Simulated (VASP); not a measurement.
## GaN: single point with PBE

Crystal: GaN.

```
CELL_PARAMETERS angstrom
0.00000 2.25350 2.30984
2.25350 0.00000 2.30984
2.25350 2.25350 0.00000
ATOMIC_POSITIONS crystal
Ga 0.00000 0.00000 0.00000
N 0.75000 0.75000 0.75000
```

This cell differs from its parent crystal: strain +0.000 along x and y, +0.025 along z.

```
Program                : VASP 6.6.1
Task                   : single point
Functional             : PBE
Potentials or basis    : VASP PAW PBE potentials, release 64 (Ga_d, N)
Cutoff                 : 520 eV
k mesh                 : 10 × 10 × 10
Occupations            : gaussian, width 0.05 eV
Spin                   : no spin polarisation
Dipole correction      : no
Further INCAR settings : ALGO = Normal; EDIFF = 1e-07; NBANDS = 16
```

The pressure is 0.5 GPa and the band gap on the k mesh is 1.52 eV, direct.

Stress tensor (GPa, compression positive):
```
 1.59  0.00  0.00
 0.00  1.59  0.00
 0.00  0.00 -1.60
```

Levels at points of the mesh, in eV from the valence-band top:
```tsv
k point	band 7	band 8	band 9	band 10	band 11	band 12
(0.00, 0.00, 0.00)	-0.12	0.00	0.00	1.52	10.09	10.09
(0.50, 0.00, 0.00)	-6.91	-1.07	-0.88	4.42	8.56	10.04
(0.50, 0.50, 0.00)	-6.24	-2.53	-2.53	3.41	6.72	11.28
(0.50, 0.00, 0.50)	-5.97	-2.72	-2.71	3.26	6.35	11.60
```

Run time: 21 s on 1 thread of Intel Xeon 6975P-C (shared host), peak memory 0.16 GiB.

Caveat: the cell differs from its parent crystal (strain +0.000 along x and y, +0.025 along z).
